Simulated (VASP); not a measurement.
# AlAs3 (I4/mmm) in VASP: relaxation of cell and atoms with PBE

Aim: the relaxation of cell and atoms of AlAs3 with PBE.

Program: VASP 6.6.1. These are calculated values, not measurements. Logs are shortened: lines on timing, memory, paths and dates and some standing lists are left out, and cuts for length are marked.

### Step 1. The cell of the first run

The structure is tetragonal, space group I4/mmm (No. 139). Conventional cell: a = 4.296 Å, b = 4.296 Å, c = 8.220 Å, α = 90.00°, β = 90.00°, γ = 90.00°. Al (site symmetry 4/mmm) has 12 As at 2.97 to 3.04 Å within 3.9 Å. Within 3.9 Å of As (site symmetry -4m2) lie 4 Al at 2.97 Å and 8 As at 2.97 to 3.04 Å. As (site symmetry 4/mmm) has 8 As at 2.97 Å and 4 Al at 3.04 Å within 3.9 Å.

The cell was generated, and may not be a known phase.

### Step 2. Relaxation of cell and atoms, PBE

Contents of INCAR:

```
PREC     = Accurate       # precision mode
ENCUT    = 600            # plane-wave cutoff, eV
EDIFF    = 1E-7           # SCF threshold, eV
ISMEAR   = 0              # smearing method
SIGMA    = 0.1            # smearing width, eV
LREAL    = F              # projectors in reciprocal space
LASPH    = T              # aspherical terms in the spheres
NELM     = 100            # most SCF steps
ALGO     = Normal         # electronic algorithm
ISIF     = 3              # what is computed and relaxed
LWAVE    = F              # write WAVECAR
LCHARG   = F              # write CHGCAR
GGA      = PE             # functional
IBRION   = 2              # ionic algorithm
NSW      = 100            # ionic steps
EDIFFG   = -0.01          # ionic threshold
```

Contents of KPOINTS:

```
Automatic mesh
0
Gamma
  16 16 16
```

Contents of POSCAR:

```
AlAs3
1.0
   -2.1479151289      2.1479151289      4.1098277770
    2.1479151289     -2.1479151289      4.1098277770
    2.1479151289      2.1479151289     -4.1098277770
Al As
1 3
Direct
    0.0000000000      0.0000000000      0.0000000000
    0.7500000000      0.2500000000      0.5000000000
    0.2500000000      0.7500000000      0.5000000000
    0.5000000000      0.5000000000      0.0000000000
```

Potentials or basis: VASP PAW PBE potentials, release 64 (Al, As).

The run is started by

```console
cat potpaw_PBE.64/Al/POTCAR potpaw_PBE.64/As/POTCAR > POTCAR
mpirun -np 1 vasp_std > vasp.out
```

OUTCAR:

```text
PREC = Accurate
   ENCUT = 600
   EDIFF = 1E-7
   ISMEAR = 0
   LREAL = F
   LASPH = T
   NELM = 100
   ISIF = 3
   GGA = PE
   IBRION = 2
   NSW = 100
   EDIFFG = -0.01

 ion  position               nearest neighbor table
   1  0.000  0.000  0.000-   2 2.97   3 2.97   2 2.97   3 2.97   2 2.97   3 2.97   2 2.97   3 2.97
                             4 3.04   4 3.04   4 3.04   4 3.04
   2  0.750  0.250  0.500-   1 2.97   1 2.97   1 2.97   1 2.97
   3  0.250  0.750  0.500-   1 2.97   1 2.97   1 2.97   1 2.97
   4  0.500  0.500  0.000-   1 3.04   1 3.04   1 3.04   1 3.04

  LATTYP: Found a body centered tetragonal cell.
 ALAT       =     4.2958302578
 C/A-ratio  =     1.9134032447

  Lattice vectors:

 A1 = (  -2.1479151289,   2.1479151289,   4.1098277770)
 A2 = (   2.1479151289,  -2.1479151289,   4.1098277770)
 A3 = (   2.1479151289,   2.1479151289,  -4.1098277770)

Analysis of symmetry for initial positions (statically):
=====================================================================
 Subroutine PRICEL returns:
 Original cell was already a primitive cell.

 Routine SETGRP: Setting up the symmetry group for a
 body centered tetragonal supercell.

 Subroutine GETGRP returns: Found 16 space group operations
 (whereof 16 operations were pure point group operations)
 out of a pool of 16 trial point group operations.

The static configuration has the point symmetry D_4h.

Analysis of symmetry for dynamics (positions and initial velocities):
=====================================================================
 Subroutine PRICEL returns:
 Original cell was already a primitive cell.

 Routine SETGRP: Setting up the symmetry group for a
 body centered tetragonal supercell.

 Subroutine GETGRP returns: Found 16 space group operations
 (whereof 16 operations were pure point group operations)
 out of a pool of 16 trial point group operations.

The dynamic configuration has the point symmetry D_4h.

 Subroutine INISYM returns: Found 16 space group operations
 (whereof 16 operations are pure point group operations),
 and found     1 'primitive' translations

----------------------------------------------------------------------------------------

                                     Primitive cell

  volume of cell :      75.8434

  direct lattice vectors                    reciprocal lattice vectors
    -2.147915129  2.147915129  4.109827777     0.000000000  0.232783872  0.121659599
     2.147915129 -2.147915129  4.109827777     0.232783872  0.000000000  0.121659599
     2.147915129  2.147915129 -4.109827777     0.232783872  0.232783872  0.000000000

  length of vectors
     5.110554095  5.110554095  5.110554095     0.262658312  0.262658312  0.329206109

  position of ions in fractional coordinates (direct lattice)
     0.000000000  0.000000000  0.000000000
     0.750000000  0.250000000  0.500000000
     0.250000000  0.750000000  0.500000000
     0.500000000  0.500000000  0.000000000

  ion indices of the primitive-cell ions
   primitive index   ion index
                 1           1
                 2           2
                 3           3
                 4           4

----------------------------------------------------------------------------------------

 KPOINTS: Automatic mesh

Automatic generation of k-mesh.
 Grid dimensions read from file:
 generate k-points for:   16   16   16

 Generating k-lattice:

  Cartesian coordinates                     Fractional coordinates (reciprocal lattice)
     0.000000000  0.014548992  0.007603725     0.062500000  0.000000000 -0.000000000
     0.014548992  0.000000000  0.007603725     0.000000000  0.062500000 -0.000000000
     0.014548992  0.014548992  0.000000000     0.000000000  0.000000000  0.062500000

  Length of vectors
     0.016416145  0.016416145  0.020575382

  Shift w.r.t. Gamma in fractional coordinates (k-lattice)
     0.000000000  0.000000000  0.000000000

 Subroutine IBZKPT returns following result:
 ===========================================

 Found    349 irreducible k-points:

 Following reciprocal coordinates:
            Coordinates               Weight
  0.000000  0.000000  0.000000      1.000000
  0.062500 -0.000000  0.000000      8.000000
  0.125000 -0.000000  0.000000      8.000000
  0.187500 -0.000000  0.000000      8.000000
  0.250000 -0.000000  0.000000      8.000000
  0.312500 -0.000000  0.000000      8.000000
[... 16 lines left out ...]
 -0.125000  0.062500 -0.000000     16.000000
 -0.062500  0.062500  0.000000      4.000000
 [... further k-points ...]
   k-points           NKPTS =    349   k-points in BZ     NKDIM =    349   number of bands    NBANDS=     13
   number of dos      NEDOS =    301   number of ions     NIONS =      4
   total plane-waves  NPLWV =  74088
   dimension x,y,z NGX =    42 NGY =   42 NGZ =   42
   dimension x,y,z NGXF=    84 NGYF=   84 NGZF=   84
   ions per type =               1   3
   NGX,Y,Z   is equivalent  to a cutoff of  13.66, 13.66, 13.66 a.u.
   NGXF,Y,Z  is equivalent  to a cutoff of  27.33, 27.33, 27.33 a.u.
 SYSTEM =  unknown system
   PREC   = accura    normal or accurate (medium, high low for compatibility)
   ISTART =      0    job   : 0-new  1-cont  2-samecut
   ICHARG =      2    charge: 1-file 2-atom 10-const
   ISPIN  =      1    spin polarized calculation?
   LNONCOLLINEAR =      F non collinear calculations
   LSORBIT =      F    spin-orbit coupling
   LASPH  =      T    aspherical Exc in radial PAW
   ENCUT  =  600.0 eV  44.10 Ry    6.64 a.u.  10.21 10.21 10.21*2*pi/ulx,y,z
   NELM   =    100;   NELMIN=  2; NELMDL= -5     # of ELM steps
   EDIFF  = 0.1E-06   stopping-criterion for ELM
   LREAL  =      F    real-space projection
   EDIFFG = -.1E-01   stopping-criterion for IOM
   NSW    =    100    number of steps for IOM
   IBRION =      2    ionic relax: 0-MD 1-quasi-New 2-CG
   NFREE  =      1    steps in history (QN), initial steepest desc. (CG)
   ISIF   =      3    stress and relaxation
   ISYM   =      2    0-nonsym 1-usesym 2-fastsym
   POTIM  = 0.5000    time-step for ionic-motion
   TEBEG  =    0.0;   TEEND  =   0.0 temperature during run
   PSTRESS=    0.0 pullay stress
   NELECT =      18.0000    total number of electrons
   NUPDOWN=      -1.0000    fix difference up-down
   EMIN   =  10.00;   EMAX   =-10.00  energy-range for DOS
   EFERMI =   0.00;   METHOD = LEGACY
   ISMEAR =     0;   SIGMA  =   0.10  broadening in eV -4-tet -1-fermi 0-gaus
   EFERMI_NEDOS =   21; number of points for ismear=-14 and -15
   IALGO  =     38    algorithm
   IMIX   =      4    mixing-type and parameters
     AMIX     =   0.40;   BMIX     =  1.00
     AMIX_MAG =   1.60;   BMIX_MAG =  1.00
  volume/ion in A,a.u.               =      18.96       127.95
  Fermi-wavevector in a.u.,A,eV,Ry     =   1.013584  1.915396 13.977978  1.027352
  Thomas-Fermi vector in A             =   2.146761
   LORBIT       =      0    0 simple, 1 ext, 2 COOP (PROOUT), +10 PAW based schemes
   GGA     = PE    functional components
   LHFCALC =     F    Hartree Fock is set to
   AEXX    =    0.0000 exact exchange contribution
   IVDW    =     0    specifies the selected vdW correction
   LEPSILON=     F    determine dielectric tensor
   LRPA    =     F    only Hartree local field effects (RPA)
 conjugate gradient relaxation of ions
 non-spin polarized calculation
 Gauss-broadening in eV      SIGMA  =   0.10
  energy-cutoff  :      600.00
  volume of cell :       75.84
 maximum number of plane-waves:      2557
 NGX is ok and might be reduce to    42
   NGX = 21   NGY = 21   NGZ = 21

--------------------------------------- Ionic step        1  -------------------------------------------

 number of electron      18.0000000 magnetization

 Free energy of the ion-electron system (eV)
  ---------------------------------------------------
  ext. energy  EPLUGINS =         0.00000000
  ---------------------------------------------------
  free energy    TOTEN  =       -16.34733804 eV

  energy without entropy =      -16.33749627  energy(sigma->0) =      -16.34241716

------------------------ aborting loop because EDIFF is reached ----------------------------------------

  FORCE on cell =-STRESS in cart. coord.  units (eV):
  Direction    XX          YY          ZZ          XY          YZ          ZX
  --------------------------------------------------------------------------------------
  -------------------------------------------------------------------------------------
  Total        0.0006330      0.0006330     -0.6766312      0.0000000     -0.0000000      0.0000000
  in kB        0.0133729      0.0133729    -14.2937030      0.0000000     -0.0000000      0.0000000
  external PRESSURE =      -4.7556524 kB  Pullay stress =       0.0000000 kB
[... 95 lines left out ...]
  FREE ENERGIE OF THE ION-ELECTRON SYSTEM (eV)
  ---------------------------------------------------
  free  energy   TOTEN  =       -16.3555280812 eV

  energy  without entropy=      -16.3459149148  energy(sigma->0) =      -16.35072150

[... ionic steps 4 to 22 ...]

--------------------------------------- Ionic step       23  -------------------------------------------

 number of electron      17.9999999 magnetization

------------------------ aborting loop because EDIFF is reached ----------------------------------------
[... 71 lines left out ...]
--------------------------------------- Ionic step       25  -------------------------------------------

 number of electron      17.9999999 magnetization

 Free energy of the ion-electron system (eV)
  ---------------------------------------------------
  ext. energy  EPLUGINS =         0.00000000
  ---------------------------------------------------
  free energy    TOTEN  =       -16.58438037 eV

  energy without entropy =      -16.57537722  energy(sigma->0) =      -16.57987880

 E-fermi :   6.6385     XC(G=0): -10.5083

 val. band max:        6.6364397665   @ k =   0.3125   0.0625   0.0625
 cond. band min:       6.6407361682   @ k =   0.3125   0.3125   0.1250
 fundamental gap:      0.0042964017
 Fermi energy:         6.6385268237

 k-point     1 :       0.0000    0.0000    0.0000
  band No.  band energies     occupation
      1      -7.9126      2.00000
      2      -2.0859      2.00000
      3      -1.5360      2.00000
      4       2.2466      2.00000
      5       3.2667      2.00000
      6       3.2667      2.00000
      7       3.3960      2.00000
      8       4.0857      2.00000
      9       4.0857      2.00000
     10       5.1119      2.00000
     11       5.5887      2.00000
     12       5.5887      2.00000
     13       9.1691      0.00000
[... 354 lines left out ...]
  band No.  band energies     occupation
      1      -7.8739      2.00000
      2      -2.1256      2.00000
      3      -1.6482      2.00000
      4       2.1056      2.00000
      5       3.0304      2.00000
      6       3.2291      2.00000
      7       3.3772      2.00000
      8       4.2013      2.00000
      9       4.5264      2.00000
     10       4.7053      2.00000
     11       5.7318      2.00000
     12       6.1110      2.00000
     13       9.3951      0.00000

 [... further k-points ...]
[... 5 lines left out ...]
  --------------------------------------------------------------------------------------
  -------------------------------------------------------------------------------------
  Total       -0.0090332     -0.0090332     -0.0334822      0.0000000      0.0000000      0.0000000
  in kB       -0.1915071     -0.1915071     -0.7098343      0.0000000      0.0000000      0.0000000
  external PRESSURE =      -0.3642828 kB  Pullay stress =       0.0000000 kB
[... 19 lines left out ...]
  FREE ENERGIE OF THE ION-ELECTRON SYSTEM (eV)
  ---------------------------------------------------
  free  energy   TOTEN  =       -16.5843803715 eV

  energy  without entropy=      -16.5753772193  energy(sigma->0) =      -16.57987880

 reached required accuracy - stopping structural energy minimisation
```

It took 74 min on 1 thread of Intel Xeon 6975P-C (Granite Rapids), shared host; peak memory 0.65 GiB.

What came out:

- Free energy: -16.5844 eV
- Relaxed volume: 18.89 Å³/atom
- Relaxed cell: a = 4.627 Å, b = 4.627 Å, c = 4.627 Å, α = 112.72°, β = 112.72°, γ = 103.16°
- Space group after relaxing (to 0.1 Å): I4/mmm (No. 139)
- Energy gained by relaxing: 59.3 meV/atom
- Ionic steps: 25
- Pressure after relaxing: 0.0 GPa
- Band gap on the k mesh: zero (bands 9 and 10 overlap by 3.21 eV)

The path:
| step | energy change (eV) | largest force (eV/Å) | pressure (GPa) | volume (Å³) |
| --- | --- | --- | --- | --- |
| 1 | 0.0000 | 0.0000 | -0.48 | 75.84 |
| 2 | -0.0047 | 0.0000 | 0.11 | 75.23 |
| 3 | -0.0082 | 0.0000 | 1.04 | 74.30 |
| 4 | -0.0105 | 0.0000 | 1.07 | 74.27 |
| 5 | -0.0179 | 0.0000 | 1.15 | 74.18 |
| 6 | -0.0344 | 0.0000 | 1.33 | 73.97 |
| 7 | -0.0678 | 0.0000 | 1.70 | 73.45 |
| 8 | -0.1391 | 0.0000 | 2.68 | 72.03 |
| 9 | -0.0182 | 0.0000 | 9.42 | 67.55 |
| 10 | -0.0908 | 0.0000 | 6.05 | 69.37 |
| 11 | -0.1389 | 0.0000 | 3.84 | 70.82 |
| 12 | -0.1442 | 0.0000 | 3.55 | 71.03 |
| 13 | -0.1546 | 0.0000 | 2.81 | 71.64 |
| 14 | -0.1777 | 0.0000 | 1.74 | 72.74 |
| 15 | -0.2329 | 0.0000 | 1.06 | 74.36 |
| 16 | 0.5928 | 0.0000 | 9.49 | 75.05 |
| 17 | -0.2334 | 0.0000 | 1.08 | 74.42 |
| 18 | -0.2328 | 0.0000 | 1.15 | 74.53 |
| 19 | -0.2333 | 0.0000 | 1.12 | 74.48 |
| 20 | -0.2349 | 0.0000 | 0.69 | 74.72 |
| 21 | -0.2349 | 0.0000 | 0.65 | 74.75 |
| 22 | -0.2360 | 0.0000 | 0.43 | 75.00 |
| 23 | -0.2370 | 0.0000 | -0.07 | 75.60 |
| 24 | -0.2370 | 0.0000 | -0.05 | 75.58 |
| 25 | -0.2370 | 0.0000 | -0.04 | 75.57 |

Final structure:
```xyz
4
Lattice="-2.5634 2.5634 2.8753 2.5634 -2.5634 2.8753 2.5634 2.5634 -2.8753" Properties=species:S:1:pos:R:3 pbc="T T T"
Al    0.0000    0.0000    0.0000
As    0.0000    2.5634    1.4377
As    2.5634    0.0000    1.4377
As    0.0000    0.0000    2.8753
```

Levels at points of the mesh, in eV from the Fermi level:
```tsv
k point	band 7	band 8	band 9	band 10	band 11	band 12
(0.00, 0.00, 0.00)	-3.24	-2.55	-2.55	-1.53	-1.05	-1.05
(0.50, 0.00, 0.00)	-2.72	-2.12	-0.39	0.07	1.60	3.12
(0.50, 0.50, 0.00)	-0.92	-0.04	0.26	1.35	1.47	3.13
(0.50, 0.50, 0.50)	-1.07	0.48	0.48	0.53	1.94	1.94
```
